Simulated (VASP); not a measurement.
# Be (Im-3m) in VASP: notebook, part 3 of 3

VASP 6.6.1. Earlier steps stand in the parts before.

## Step 5: Single point, LDA

File INCAR:

```
ALGO     = Normal         # electronic algorithm
EDIFF    = 1E-7           # SCF threshold, eV
ENCUT    = 520            # plane-wave cutoff, eV
GGA      = CA             # functional
ISIF     = 2              # what is computed and relaxed
ISMEAR   = -1             # smearing method
LASPH    = True           # aspherical terms in the spheres
LCHARG   = True           # write CHGCAR
LELF     = True           # ELF
LREAL    = False          # projectors in reciprocal space
LVHAR    = True         
LWAVE    = False          # write WAVECAR
NBANDS   = 7              # bands
NELM     = 60             # most SCF steps
PREC     = Accurate       # precision mode
SIGMA    = 0.05           # smearing width, eV
```

File KPOINTS:

```
k-points
0
Gamma
  26 26 26
```

File POSCAR:

```
Be
1.0
   -1.0365884548      1.0365884548      1.0365884548
    1.0365884548     -1.0365884548      1.0365884548
    1.0365884548      1.0365884548     -1.0365884548
Be
1
Direct
    0.0000000000      0.0000000000      0.0000000000
```

Potentials or basis: VASP PAW LDA potentials, release 64 (Be).

Launch:

```sh
> cat potpaw_LDA.64/Be/POTCAR > POTCAR
> mpirun -np 1 vasp_std > vasp.out
```

OUTCAR:

```text
EDIFF = 1E-7
   ENCUT = 520
   GGA = CA
   ISIF = 2
   ISMEAR = -1
   LASPH = True
   LREAL = False
   NELM = 60
   PREC = Accurate

 ion  position               nearest neighbor table
   1  0.000  0.000  0.000-

  LATTYP: Found a body centered cubic cell.
 ALAT       =     2.0731769096

  Lattice vectors:

 A1 = (  -1.0365884548,   1.0365884548,   1.0365884548)
 A2 = (   1.0365884548,  -1.0365884548,   1.0365884548)
 A3 = (   1.0365884548,   1.0365884548,  -1.0365884548)

Analysis of symmetry for initial positions (statically):
=====================================================================
 Subroutine PRICEL returns:
 Original cell was already a primitive cell.

 Routine SETGRP: Setting up the symmetry group for a
 body centered cubic supercell.

 Subroutine GETGRP returns: Found 48 space group operations
 (whereof 48 operations were pure point group operations)
 out of a pool of 48 trial point group operations.

The static configuration has the point symmetry O_h .

Analysis of symmetry for dynamics (positions and initial velocities):
=====================================================================
 Subroutine PRICEL returns:
 Original cell was already a primitive cell.

 Routine SETGRP: Setting up the symmetry group for a
 body centered cubic supercell.

 Subroutine GETGRP returns: Found 48 space group operations
 (whereof 48 operations were pure point group operations)
 out of a pool of 48 trial point group operations.

The dynamic configuration has the point symmetry O_h .

 Subroutine INISYM returns: Found 48 space group operations
 (whereof 48 operations are pure point group operations),
 and found     1 'primitive' translations

----------------------------------------------------------------------------------------

                                     Primitive cell

  volume of cell :       4.4553

  direct lattice vectors                    reciprocal lattice vectors
    -1.036588455  1.036588455  1.036588455     0.000000000  0.482351504  0.482351504
     1.036588455 -1.036588455  1.036588455     0.482351504  0.000000000  0.482351504
     1.036588455  1.036588455 -1.036588455     0.482351504  0.482351504  0.000000000

  length of vectors
     1.795423870  1.795423870  1.795423870     0.682148039  0.682148039  0.682148039

  position of ions in fractional coordinates (direct lattice)
     0.000000000  0.000000000  0.000000000

  ion indices of the primitive-cell ions
   primitive index   ion index
                 1           1

----------------------------------------------------------------------------------------

 KPOINTS: k-points

Automatic generation of k-mesh.
 Grid dimensions read from file:
 generate k-points for:   26   26   26

 Generating k-lattice:

  Cartesian coordinates                     Fractional coordinates (reciprocal lattice)
     0.000000000  0.018551981  0.018551981     0.038461538  0.000000000  0.000000000
     0.018551981  0.000000000  0.018551981     0.000000000  0.038461538  0.000000000
     0.018551981  0.018551981  0.000000000     0.000000000  0.000000000  0.038461538

  Length of vectors
     0.026236463  0.026236463  0.026236463

  Shift w.r.t. Gamma in fractional coordinates (k-lattice)
     0.000000000  0.000000000  0.000000000

 Subroutine IBZKPT returns following result:
 ===========================================

 Found    511 irreducible k-points:

 Following reciprocal coordinates:
            Coordinates               Weight
  0.000000  0.000000  0.000000      1.000000
  0.038462  0.000000  0.000000     12.000000
  0.076923  0.000000  0.000000     12.000000
  0.115385  0.000000  0.000000     12.000000
  0.153846  0.000000  0.000000     12.000000
  0.192308  0.000000  0.000000     12.000000
[... 16 lines left out ...]
  0.346154  0.038462  0.000000     48.000000
  0.384615  0.038462  0.000000     48.000000
 [... further k-points ...]
   k-points           NKPTS =    511   k-points in BZ     NKDIM =    511   number of bands    NBANDS=      7
   number of dos      NEDOS =    301   number of ions     NIONS =      1
   total plane-waves  NPLWV =   2744
   dimension x,y,z NGX =    14 NGY =   14 NGZ =   14
   dimension x,y,z NGXF=    28 NGYF=   28 NGZF=   28
   ions per type =               1
   NGX,Y,Z   is equivalent  to a cutoff of  12.96, 12.96, 12.96 a.u.
   NGXF,Y,Z  is equivalent  to a cutoff of  25.93, 25.93, 25.93 a.u.
 SYSTEM =  unknown system
   PREC   = accura    normal or accurate (medium, high low for compatibility)
   ISTART =      0    job   : 0-new  1-cont  2-samecut
   ICHARG =      2    charge: 1-file 2-atom 10-const
   ISPIN  =      1    spin polarized calculation?
   LNONCOLLINEAR =      F non collinear calculations
   LSORBIT =      F    spin-orbit coupling
   LASPH  =      T    aspherical Exc in radial PAW
   ENCUT  =  520.0 eV  38.22 Ry    6.18 a.u.   3.34  3.34  3.34*2*pi/ulx,y,z
   NELM   =     60;   NELMIN=  2; NELMDL= -5     # of ELM steps
   EDIFF  = 0.1E-06   stopping-criterion for ELM
   LREAL  =      F    real-space projection
   EDIFFG = 0.1E-05   stopping-criterion for IOM
   NSW    =      0    number of steps for IOM
   IBRION =     -1    ionic relax: 0-MD 1-quasi-New 2-CG
   NFREE  =      0    steps in history (QN), initial steepest desc. (CG)
   ISIF   =      2    stress and relaxation
   ISYM   =      2    0-nonsym 1-usesym 2-fastsym
   POTIM  = 0.5000    time-step for ionic-motion
   TEBEG  =    0.0;   TEEND  =   0.0 temperature during run
   PSTRESS=    0.0 pullay stress
   NELECT =       2.0000    total number of electrons
   NUPDOWN=      -1.0000    fix difference up-down
   EMIN   =  10.00;   EMAX   =-10.00  energy-range for DOS
   EFERMI =   0.00;   METHOD = LEGACY
   ISMEAR =    -1;   SIGMA  =   0.05  broadening in eV -4-tet -1-fermi 0-gaus
   EFERMI_NEDOS =   21; number of points for ismear=-14 and -15
   IALGO  =     38    algorithm
   IMIX   =      4    mixing-type and parameters
     AMIX     =   0.40;   BMIX     =  1.00
     AMIX_MAG =   1.60;   BMIX_MAG =  1.00
  volume/ion in A,a.u.               =       4.46        30.07
  Fermi-wavevector in a.u.,A,eV,Ry     =   1.253502  2.368776 21.378399  1.571268
  Thomas-Fermi vector in A             =   2.387352
   LORBIT       =      0    0 simple, 1 ext, 2 COOP (PROOUT), +10 PAW based schemes
   GGA     = CA    functional components
   LHFCALC =     F    Hartree Fock is set to
   AEXX    =    0.0000 exact exchange contribution
   IVDW    =     0    specifies the selected vdW correction
   LEPSILON=     F    determine dielectric tensor
   LRPA    =     F    only Hartree local field effects (RPA)
 non-spin polarized calculation
  energy-cutoff  :      520.00
  volume of cell :        4.46
 maximum number of plane-waves:       135
 NGX is ok and might be reduce to    14
   NGX =  7   NGY =  7   NGZ =  7

 number of electron       2.0000000 magnetization

 Free energy of the ion-electron system (eV)
  ---------------------------------------------------
  ext. energy  EPLUGINS =         0.00000000
  ---------------------------------------------------
  free energy    TOTEN  =        -3.06725599 eV

  energy without entropy =       -3.06698918  energy(sigma->0) =       -3.06712258

 E-fermi :  13.5010     XC(G=0): -12.6804

 val. band max:       13.3001372709   @ k =   0.2692   0.2692   0.1538
 cond. band min:      13.5247795688   @ k =   0.3462   0.2692   0.0000
 fundamental gap:      0.2246422979
 Fermi energy:        13.5010246898

 k-point     1 :       0.0000    0.0000    0.0000
  band No.  band energies     occupation
      1      -1.7887      2.00000
      2      43.6361      0.00000
      3      43.6361      0.00000
      4      43.6361      0.00000
      5      57.8716      0.00000
      6      57.8716      0.00000
      7      57.8716      0.00000

 k-point     2 :       0.0385    0.0000    0.0000
  band No.  band energies     occupation
      1      -1.7333      2.00000
      2      43.2282      0.00000
      3      43.2535      0.00000
      4      43.5212      0.00000
      5      56.6751      0.00000
      6      56.7147      0.00000
      7      58.4566      0.00000
[... 201 lines left out ...]
 k-point    23 :       0.3462    0.0385    0.0000
  band No.  band energies     occupation
      1       3.2902      2.00000
      2      21.1915      0.00000
      3      33.3716      0.00000
      4      36.9967      0.00000
      5      44.8611      0.00000
      6      53.0906      0.00000
      7      62.9017      0.00000

 k-point    24 :       0.3846    0.0385    0.0000
  band No.  band energies     occupation
      1       4.2498      2.00000
      2      19.0900      0.00000
      3      32.8213      0.00000
      4      36.5131      0.00000
      5      44.2838      0.00000
      6      53.7420      0.00000
      7      64.4118      0.00000

 [... further k-points ...]
[... 5 lines left out ...]
  --------------------------------------------------------------------------------------
  -------------------------------------------------------------------------------------
  Total        4.5127011      4.5127011      4.5127011      0.0000000     -0.0000000     -0.0000000
  in kB     1622.8114400   1622.8114400   1622.8114400      0.0000000     -0.0000000     -0.0000000
  external PRESSURE =    1622.8114400 kB  Pullay stress =       0.0000000 kB

 VOLUME and BASIS-vectors are now :
 -----------------------------------------------------------------------------
  energy-cutoff  :      520.00
  volume of cell :        4.46
      direct lattice vectors                 reciprocal lattice vectors
    -1.036588455  1.036588455  1.036588455     0.000000000  0.482351504  0.482351504
     1.036588455 -1.036588455  1.036588455     0.482351504  0.000000000  0.482351504
     1.036588455  1.036588455 -1.036588455     0.482351504  0.482351504  0.000000000

 POSITION                                       TOTAL-FORCE (eV/Angst)
 -----------------------------------------------------------------------------------
      0.00000      0.00000      0.00000         0.000000      0.000000     -0.000000
 -----------------------------------------------------------------------------------
    total drift:                               -0.000000      0.000000      0.000000

  FREE ENERGIE OF THE ION-ELECTRON SYSTEM (eV)
  ---------------------------------------------------
  free  energy   TOTEN  =        -3.0672559871 eV

  energy  without entropy=       -3.0669891770  energy(sigma->0) =       -3.06712258
```

Wall time 4.6 s (1 thread of Intel Xeon Platinum 8559C (Emerald Rapids), shared host); peak memory 0.11 GiB.

Results:

```yaml
Free_energy: -3.0673 eV
Pressure: 162.3 GPa
Band_gap_on_the_k_mesh: zero (band 1 reaches 19.60 eV, above the bottom of band 2 at 11.34 eV)
```

Levels at points of the mesh, in eV from the Fermi level:
```csv
k point,band 1,band 2,band 3,band 4,band 5,band 6
"(0.00, 0.00, 0.00)",-15.29,30.14,30.14,30.14,44.37,44.37
"(0.50, 0.00, 0.00)",-7.90,3.00,18.91,23.33,29.02,41.16
"(0.50, 0.50, 0.50)",6.10,6.10,6.10,13.31,13.31,34.85
```

## Step 6: The runs side by side

| task | cell | cutoff (eV) | gap on the mesh (eV) | pressure (GPa) |
| --- | --- | --- | --- | --- |
| relaxation of cell and atoms | relaxed to 160 GPa from a = 1.796 Å, angles 109.5°, 1 atom | 600 | none | 160.0 |
| relaxation of cell and atoms | relaxed to 160 GPa from a = 1.802 Å, angles 109.5°, 1 atom | 600 | none | 160.0 |
| single point | a = 1.796 Å, angles 109.5°, 1 atom | 520 | none | 161.9 |
| single point | a = 1.795 Å, angles 109.5°, 1 atom | 520 | none | 162.3 |

Alike in all rows: level LDA; potentials or basis VASP PAW LDA potentials, release 64 (Be); no spin polarisation; k mesh 26 × 26 × 26; smearing fermi-dirac 0.05 eV.

Caveats: the cell is relaxed towards a set pressure, so the enthalpy falls and the energy may rise (some runs).

Total energies depend on the potentials used, so only differences within one code and one set of settings carry meaning.
